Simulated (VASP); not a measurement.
# Se (P4/mmm) in VASP: a series of runs

Se is run at these levels: LDA; tasks: single point.

All numbers are computed with VASP 6.6.1; they aren't measurements. Logs are shortened: lines on timing, memory, paths and dates and some standing lists are left out, and cuts for length are marked.

### Step 1. The cell of the first run

The structure is tetragonal, space group P4/mmm (No. 123). Conventional cell: a = 2.811 Å, b = 2.811 Å, c = 2.530 Å, α = 90.00°, β = 90.00°, γ = 90.00°. Se (site symmetry 4/mmm) has 6 Se at 2.53 to 2.81 Å within 3.3 Å.

### Step 2. Single point, LDA (strain -0.1000 x Voigt [0, 0, 1, 0, 0, 0])

Input file INCAR:

```
ALGO = Normal
EDIFF = 1E-6
ENCUT = 520
ISIF = 2
ISMEAR = 0
LASPH = T
LCHARG = F
LREAL = F
LWAVE = F
NBANDS = 9
NELM = 80
PREC = Accurate
SIGMA = 0.15
```

Input file KPOINTS:

```
k-points
0
Gamma
  16 16 16
```

Input file POSCAR:

```
Se
1.0
    2.8105630200      0.0000000000      0.0000000000
    0.0000000000      2.8105630200      0.0000000000
    0.0000000000      0.0000000000      2.5295067180
Se
1
Direct
    0.0000000000      0.0000000000      0.0000000000
```

Potentials or basis: VASP PAW LDA potentials, release 64 (Se).

Command:

```console
$ cat potpaw_LDA.64/Se/POTCAR > POTCAR
$ mpirun -np 1 vasp_std > vasp.out
```

OUTCAR:

```text
EDIFF = 1E-6
   ENCUT = 520
   ISIF = 2
   ISMEAR = 0
   LASPH = T
   LREAL = F
   NELM = 80
   PREC = Accurate

 ion  position               nearest neighbor table
   1  0.000  0.000  0.000-

  LATTYP: Found a simple tetragonal cell.
 ALAT       =     2.8105630200
 C/A-ratio  =     0.9000000000

  Lattice vectors:

 A1 = (   2.8105630200,   0.0000000000,   0.0000000000)
 A2 = (   0.0000000000,   2.8105630200,   0.0000000000)
 A3 = (   0.0000000000,   0.0000000000,   2.5295067180)

Analysis of symmetry for initial positions (statically):
=====================================================================
 Subroutine PRICEL returns:
 Original cell was already a primitive cell.

 Routine SETGRP: Setting up the symmetry group for a
 simple tetragonal supercell.

 Subroutine GETGRP returns: Found 16 space group operations
 (whereof 16 operations were pure point group operations)
 out of a pool of 16 trial point group operations.

The static configuration has the point symmetry D_4h.

Analysis of symmetry for dynamics (positions and initial velocities):
=====================================================================
 Subroutine PRICEL returns:
 Original cell was already a primitive cell.

 Routine SETGRP: Setting up the symmetry group for a
 simple tetragonal supercell.

 Subroutine GETGRP returns: Found 16 space group operations
 (whereof 16 operations were pure point group operations)
 out of a pool of 16 trial point group operations.

The dynamic configuration has the point symmetry D_4h.

 Subroutine INISYM returns: Found 16 space group operations
 (whereof 16 operations are pure point group operations),
 and found     1 'primitive' translations

----------------------------------------------------------------------------------------

                                     Primitive cell

  volume of cell :      19.9812

  direct lattice vectors                    reciprocal lattice vectors
     2.810563020  0.000000000  0.000000000     0.355800597  0.000000000  0.000000000
     0.000000000  2.810563020  0.000000000     0.000000000  0.355800597  0.000000000
     0.000000000  0.000000000  2.529506718     0.000000000  0.000000000  0.395333996

  length of vectors
     2.810563020  2.810563020  2.529506718     0.355800597  0.355800597  0.395333996

  position of ions in fractional coordinates (direct lattice)
     0.000000000  0.000000000  0.000000000

  ion indices of the primitive-cell ions
   primitive index   ion index
                 1           1

----------------------------------------------------------------------------------------

 KPOINTS: k-points

Automatic generation of k-mesh.
 Grid dimensions read from file:
 generate k-points for:   16   16   16

 Generating k-lattice:

  Cartesian coordinates                     Fractional coordinates (reciprocal lattice)
     0.022237537  0.000000000  0.000000000     0.062500000  0.000000000  0.000000000
     0.000000000  0.022237537  0.000000000     0.000000000  0.062500000  0.000000000
     0.000000000  0.000000000  0.024708375     0.000000000  0.000000000  0.062500000

  Length of vectors
     0.022237537  0.022237537  0.024708375

  Shift w.r.t. Gamma in fractional coordinates (k-lattice)
     0.000000000  0.000000000  0.000000000

 Subroutine IBZKPT returns following result:
 ===========================================

 Found    405 irreducible k-points:

 Following reciprocal coordinates:
            Coordinates               Weight
  0.000000  0.000000  0.000000      1.000000
  0.062500  0.000000  0.000000      4.000000
  0.125000  0.000000  0.000000      4.000000
  0.187500  0.000000  0.000000      4.000000
  0.250000  0.000000  0.000000      4.000000
  0.312500  0.000000  0.000000      4.000000
[... 16 lines left out ...]
  0.437500  0.125000  0.000000      8.000000
  0.500000  0.125000  0.000000      4.000000
 [... further k-points ...]
   k-points           NKPTS =    405   k-points in BZ     NKDIM =    405   number of bands    NBANDS=      9
   number of dos      NEDOS =    301   number of ions     NIONS =      1
   total plane-waves  NPLWV =  11520
   dimension x,y,z NGX =    24 NGY =   24 NGZ =   20
   dimension x,y,z NGXF=    48 NGYF=   48 NGZF=   40
   ions per type =               1
   NGX,Y,Z   is equivalent  to a cutoff of  14.20, 14.20, 13.14 a.u.
   NGXF,Y,Z  is equivalent  to a cutoff of  28.39, 28.39, 26.29 a.u.
 SYSTEM =  unknown system
   PREC   = accura    normal or accurate (medium, high low for compatibility)
   ISTART =      0    job   : 0-new  1-cont  2-samecut
   ICHARG =      2    charge: 1-file 2-atom 10-const
   ISPIN  =      1    spin polarized calculation?
   LNONCOLLINEAR =      F non collinear calculations
   LSORBIT =      F    spin-orbit coupling
   LASPH  =      T    aspherical Exc in radial PAW
   ENCUT  =  520.0 eV  38.22 Ry    6.18 a.u.   5.23  5.23  4.70*2*pi/ulx,y,z
   NELM   =     80;   NELMIN=  2; NELMDL= -5     # of ELM steps
   EDIFF  = 0.1E-05   stopping-criterion for ELM
   LREAL  =      F    real-space projection
   EDIFFG = 0.1E-04   stopping-criterion for IOM
   NSW    =      0    number of steps for IOM
   IBRION =     -1    ionic relax: 0-MD 1-quasi-New 2-CG
   NFREE  =      0    steps in history (QN), initial steepest desc. (CG)
   ISIF   =      2    stress and relaxation
   ISYM   =      2    0-nonsym 1-usesym 2-fastsym
   POTIM  = 0.5000    time-step for ionic-motion
   TEBEG  =    0.0;   TEEND  =   0.0 temperature during run
   PSTRESS=    0.0 pullay stress
   NELECT =       6.0000    total number of electrons
   NUPDOWN=      -1.0000    fix difference up-down
   EMIN   =  10.00;   EMAX   =-10.00  energy-range for DOS
   EFERMI =   0.00;   METHOD = LEGACY
   ISMEAR =     0;   SIGMA  =   0.15  broadening in eV -4-tet -1-fermi 0-gaus
   EFERMI_NEDOS =   21; number of points for ismear=-14 and -15
   IALGO  =     38    algorithm
   IMIX   =      4    mixing-type and parameters
     AMIX     =   0.40;   BMIX     =  1.00
     AMIX_MAG =   1.60;   BMIX_MAG =  1.00
  volume/ion in A,a.u.               =      19.98       134.84
  Fermi-wavevector in a.u.,A,eV,Ry     =   1.096271  2.071651 16.351606  1.201809
  Thomas-Fermi vector in A             =   2.232610
   LORBIT       =      0    0 simple, 1 ext, 2 COOP (PROOUT), +10 PAW based schemes
   GGA     = CA    functional components
   LHFCALC =     F    Hartree Fock is set to
   AEXX    =    0.0000 exact exchange contribution
   IVDW    =     0    specifies the selected vdW correction
   LEPSILON=     F    determine dielectric tensor
   LRPA    =     F    only Hartree local field effects (RPA)
 non-spin polarized calculation
 Gauss-broadening in eV      SIGMA  =   0.15
  energy-cutoff  :      520.00
  volume of cell :       19.98
 maximum number of plane-waves:       554
 NGX is ok and might be reduce to    24
   NGX = 11   NGY = 11   NGZ =  9

 number of electron       5.9999999 magnetization

 Free energy of the ion-electron system (eV)
  ---------------------------------------------------
  ext. energy  EPLUGINS =         0.00000000
  ---------------------------------------------------
  free energy    TOTEN  =        -3.99142767 eV

  energy without entropy =       -3.98496093  energy(sigma->0) =       -3.98819430

 E-fermi :   6.2727     XC(G=0): -10.6810

 val. band max:        6.2722145739   @ k =   0.0625   0.0625   0.0625
 cond. band min:       6.2854926288   @ k =   0.0625   0.0625   0.0625
 fundamental gap:      0.0132780549
 Fermi energy:         6.2726915589

 k-point     1 :       0.0000    0.0000    0.0000
  band No.  band energies     occupation
      1     -11.0055      2.00000
      2       6.8084      0.00000
      3       6.8084      0.00000
      4      10.1683      0.00000
      5      12.8644      0.00000
      6      13.2216      0.00000
      7      16.6010      0.00000
      8      27.8640      0.00000
      9      30.2391      0.00000

 k-point     2 :       0.0625    0.0000    0.0000
  band No.  band energies     occupation
      1     -10.9498      2.00000
      2       6.1595      1.71412
      3       6.8532      0.00000
      4      10.2110      0.00000
      5      13.0586      0.00000
      6      13.8560      0.00000
      7      16.6654      0.00000
      8      26.7486      0.00000
      9      29.4666      0.00000

 k-point     3 :       0.1250    0.0000    0.0000
  band No.  band energies     occupation
      1     -10.7851      2.00000
      2       4.7626      2.00000
      3       6.9840      0.00000
      4      10.3356      0.00000
      5      13.2669      0.00000
      6      15.5470      0.00000
      7      16.8807      0.00000
      8      25.0533      0.00000
      9      27.9734      0.00000

 k-point     4 :       0.1875    0.0000    0.0000
  band No.  band energies     occupation
      1     -10.5201      2.00000
      2       3.2014      2.00000
      3       7.1898      0.00000
      4      10.5310      0.00000
      5      13.5681      0.00000
      6      16.9509      0.00000
      7      17.8653      0.00000
      8      23.4326      0.00000
      9      26.4649      0.00000
[... 205 lines left out ...]
 k-point    22 :       0.3750    0.1250    0.0000
  band No.  band energies     occupation
      1      -9.1560      2.00000
      2      -0.4874      2.00000
      3       6.1473      1.76303
      4      11.4476      0.00000
      5      15.6991      0.00000
      6      17.2846      0.00000
      7      19.5070      0.00000
      8      23.4153      0.00000
      9      23.7539      0.00000

 k-point    23 :       0.4375    0.1250    0.0000
  band No.  band energies     occupation
      1      -8.8478      2.00000
      2      -1.2061      2.00000
      3       6.3849      0.29026
      4      11.6217      0.00000
      5      15.2392      0.00000
      6      17.4796      0.00000
      7      20.0120      0.00000
      8      22.9804      0.00000
      9      23.1920      0.00000

 k-point    24 :       0.5000    0.1250    0.0000
  band No.  band energies     occupation
      1      -8.7285      2.00000
      2      -1.4630      2.00000
      3       6.4739      0.05783
      4      11.6854      0.00000
      5      15.0599      0.00000
      6      17.5657      0.00000
      7      20.2768      0.00000
      8      22.6788      0.00000
      9      22.9985      0.00000

 [... further k-points ...]
[... 5 lines left out ...]
  --------------------------------------------------------------------------------------
  -------------------------------------------------------------------------------------
  Total        0.3057933      0.3057933      2.4240997      0.0000000      0.0000000      0.0000000
  in kB       24.5197532     24.5197532    194.3741755      0.0000000      0.0000000      0.0000000
  external PRESSURE =      81.1378940 kB  Pullay stress =       0.0000000 kB

 VOLUME and BASIS-vectors are now :
 -----------------------------------------------------------------------------
  energy-cutoff  :      520.00
  volume of cell :       19.98
      direct lattice vectors                 reciprocal lattice vectors
     2.810563020  0.000000000  0.000000000     0.355800597  0.000000000  0.000000000
     0.000000000  2.810563020  0.000000000     0.000000000  0.355800597  0.000000000
     0.000000000  0.000000000  2.529506718     0.000000000  0.000000000  0.395333996

 POSITION                                       TOTAL-FORCE (eV/Angst)
 -----------------------------------------------------------------------------------
      0.00000      0.00000      0.00000         0.000000      0.000000      0.000000
 -----------------------------------------------------------------------------------
    total drift:                               -0.000000      0.000000      0.000000

  FREE ENERGIE OF THE ION-ELECTRON SYSTEM (eV)
  ---------------------------------------------------
  free  energy   TOTEN  =        -3.9914276683 eV

  energy  without entropy=       -3.9849609319  energy(sigma->0) =       -3.98819430
```

Run time: 34 s. Hardware: 1 thread of Intel Xeon 8259CL, shared host; peak memory 0.18 GiB.

What came out:

```yaml
Free_energy: -3.9914 eV
Pressure: 8.1 GPa
Band_gap_on_the_k_mesh: zero (bands 3 and 4 overlap by 6.46 eV)
```

Stress tensor (GPa, compression positive):
```
 2.45  0.00  0.00
 0.00  2.45  0.00
 0.00  0.00 19.44
```

Caveat: the cell differs from its parent crystal (strain -0.1000 x Voigt [0, 0, 1, 0, 0, 0]); the stress differs along the axes, from 2 to 19 GPa.

### Step 3. Single point, LDA (strain +0.1000 x Voigt [0, 0, 1, 0, 0, 0])

Input file INCAR:

```
ALGO = Normal ; EDIFF = 1E-6
ENCUT = 520 ; ISIF = 2
ISMEAR = 0 ; LASPH = T
LCHARG = F ; LREAL = F
LWAVE = F ; NBANDS = 9
NELM = 60 ; PREC = Accurate
SIGMA = 0.15
```

KPOINTS is that of step 2.

POSCAR, as its differences from that of step 2:

```diff
@@ -4,3 +4,3 @@
     0.0000000000      2.8105630200      0.0000000000
-    0.0000000000      0.0000000000      2.5295067180
+    0.0000000000      0.0000000000      3.0916193220
 Se
```

Potentials or basis: VASP PAW LDA potentials, release 64 (Se).

Command:

```console
$ cat potpaw_LDA.64/Se/POTCAR > POTCAR
$ mpirun -np 1 vasp_std > vasp.out
```

OUTCAR:

```text
EDIFF = 1E-6
   ENCUT = 520
   ISIF = 2
   ISMEAR = 0
   LASPH = T
   LREAL = F
   NELM = 60
   PREC = Accurate

 ion  position               nearest neighbor table
   1  0.000  0.000  0.000-

  LATTYP: Found a simple tetragonal cell.
 ALAT       =     2.8105630200
 C/A-ratio  =     1.1000000000

  Lattice vectors:

 A1 = (   2.8105630200,   0.0000000000,   0.0000000000)
 A2 = (   0.0000000000,   2.8105630200,   0.0000000000)
 A3 = (   0.0000000000,   0.0000000000,   3.0916193220)

Analysis of symmetry for initial positions (statically):
=====================================================================
 Subroutine PRICEL returns:
 Original cell was already a primitive cell.

 Routine SETGRP: Setting up the symmetry group for a
 simple tetragonal supercell.

 Subroutine GETGRP returns: Found 16 space group operations
 (whereof 16 operations were pure point group operations)
 out of a pool of 16 trial point group operations.

The static configuration has the point symmetry D_4h.

[... 162 lines left out ...]
 cond. band min:       3.7464680319   @ k =   0.0625   0.0000   0.0000
 fundamental gap:      0.0250406313
 Fermi energy:         3.7444631098

 k-point     1 :       0.0000    0.0000    0.0000
  band No.  band energies     occupation
      1     -11.6763      2.00000
      2       3.6994      1.32893
      3       5.7605      0.00000
      4       5.7605      0.00000
      5       9.9563      0.00000
      6      12.1803      0.00000
      7      12.4398      0.00000
      8      24.6631      0.00000
      9      24.6663      0.00000
[... 265 lines left out ...]
 k-point    24 :       0.5000    0.1250    0.0000
  band No.  band energies     occupation
      1      -9.2966      2.00000
      2      -2.4946      2.00000
      3       5.4254      0.00000
      4       5.4832      0.00000
      5      13.5550      0.00000
      6      13.5627      0.00000
      7      15.6136      0.00000
      8      16.8859      0.00000
      9      17.4930      0.00000

 [... further k-points ...]

------------------------ aborting loop because EDIFF is reached ----------------------------------------

  FORCE on cell =-STRESS in cart. coord.  units (eV):
  Direction    XX          YY          ZZ          XY          YZ          ZX
  --------------------------------------------------------------------------------------
  -------------------------------------------------------------------------------------
  Total       -1.2425763     -1.2425763     -1.1480935      0.0000000      0.0000000      0.0000000
  in kB      -81.5194016    -81.5194016    -75.3208447      0.0000000      0.0000000      0.0000000
  external PRESSURE =     -79.4532159 kB  Pullay stress =       0.0000000 kB

 VOLUME and BASIS-vectors are now :
 -----------------------------------------------------------------------------
  energy-cutoff  :      520.00
  volume of cell :       24.42
      direct lattice vectors                 reciprocal lattice vectors
     2.810563020  0.000000000  0.000000000     0.355800597  0.000000000  0.000000000
     0.000000000  2.810563020  0.000000000     0.000000000  0.355800597  0.000000000
     0.000000000  0.000000000  3.091619322     0.000000000  0.000000000  0.323455088

 POSITION                                       TOTAL-FORCE (eV/Angst)
 -----------------------------------------------------------------------------------
      0.00000      0.00000      0.00000         0.000000      0.000000      0.000000
 -----------------------------------------------------------------------------------
    total drift:                               -0.000000      0.000000      0.000000

  FREE ENERGIE OF THE ION-ELECTRON SYSTEM (eV)
  ---------------------------------------------------
  free  energy   TOTEN  =        -3.9800023114 eV

  energy  without entropy=       -3.9738869829  energy(sigma->0) =       -3.97694465
```

stdout:

```text
POSCAR found type information on POSCAR Se
 POSCAR found :  1 types and       1 ions
 scaLAPACK will be used
 LDA part: xc-table for (Slater(with rela. corr.)+CA(PZ))
 , standard interpolation
 POSCAR, INCAR and KPOINTS ok, starting setup
 FFT: planning ... GRIDC
 FFT: planning ... GRID_SOFT
 FFT: planning ... GRID
 WAVECAR not read
 entering main loop
```

It took 74 s on 1 thread of Intel Xeon 8259CL, shared host; peak memory 0.2 GiB.

What came out:

* Free energy: -3.9800 eV
* Pressure: -7.9 GPa
* Band gap on the k mesh: zero (bands 3 and 4 overlap by 5.52 eV)

Stress tensor (GPa, compression positive):
```
-8.15  0.00  0.00
 0.00 -8.15  0.00
 0.00  0.00 -7.53
```

Caveat: the cell differs from its parent crystal (strain +0.1000 x Voigt [0, 0, 1, 0, 0, 0]); the cell stands under tension.

The gap in the log of VASP goes by the Fermi energy; the results here count the filled bands.